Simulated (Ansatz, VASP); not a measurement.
**One calculation of FeO, two programs**

```
Fe O
1.0
     0.00000    2.04520    2.04520
     2.04520    0.00000    2.04520
     2.04520    2.04520    0.00000
Fe O
1 1
Direct
  0.00000 0.00000 0.00000
  0.50000 0.50000 0.50000
```

Alike in both runs: task single point; functional PBE; k mesh 14 × 14 × 14; occupations gaussian, width 0.05 eV; no spin polarisation.

```csv
,VASP,Ansatz
version,VASP 6.6.1,Ansatz 0.2.0
potentials or method,"VASP PAW PBE potentials, release 64 (Fe_sv, O_h), cutoff 1340 eV","scalar-relativistic, plane waves, PAW"
valence electrons in the cell,22,22
```

Ansatz gave:

| Quantity | Value |
| --- | --- |
| gap on the k mesh at the Fermi level (eV) | none |
| pressure (GPa) | 0.0 |

Problem. What did VASP give for the same quantities?

Solution. gap on the k mesh at the Fermi level (eV): none; pressure (GPa): -0.6.

A gap of «none» marks a metal or a gap that the smearing closes. The functional is the same, so the differences come from potentials, cutoffs and numerics.
